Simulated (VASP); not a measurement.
Input of a VASP 6.6.1 run:

INCAR

```
  PREC = Accurate
  ENCUT = 500
  EDIFF = 1E-6
  ISMEAR = 0
  SIGMA = 0.1
  LREAL = F
  LASPH = T
  NELM = 120
  ALGO = Normal
  ISIF = 2
  LWAVE = F
  LCHARG = F
  GGA = PE
  NBANDS = 30
  GGA_COMPAT = F
```

The input KPOINTS:

```
regular mesh
0
Gamma
  12 12 8
```

The input POSCAR:

```
KCd2P2
1.0
    5.6312002573      0.0000000000      0.0000000000
   -2.8156001286      4.8767624766      0.0000000000
    0.0000000000      0.0000000000      5.1227772264
K Cd P
1 2 2
Direct
    0.0000000000      0.0000000000      0.0000000000
    0.3333333333      0.6666666667      0.5000000000
    0.6666666667      0.3333333333      0.5000000000
    0.3333333333      0.6666666667      0.0000000000
    0.6666666667      0.3333333333      0.0000000000
```

Potentials or basis: VASP PAW PBE potentials, release 64 (K_sv, Cd, P).

Run with:

```bash
$ cat potpaw_PBE.64/K_sv/POTCAR potpaw_PBE.64/Cd/POTCAR potpaw_PBE.64/P/POTCAR > POTCAR
$ mpirun -np 1 vasp_std > vasp.out
```

Estimate the pressure.

0.2 GPa.

Predict the band gap on the k mesh.

zero (an odd number of electrons rules out a gap without spin polarisation).

Stress tensor (GPa, compression positive):
```
0.06 0.00 0.00
0.00 0.06 0.00
0.00 0.00 0.37
```
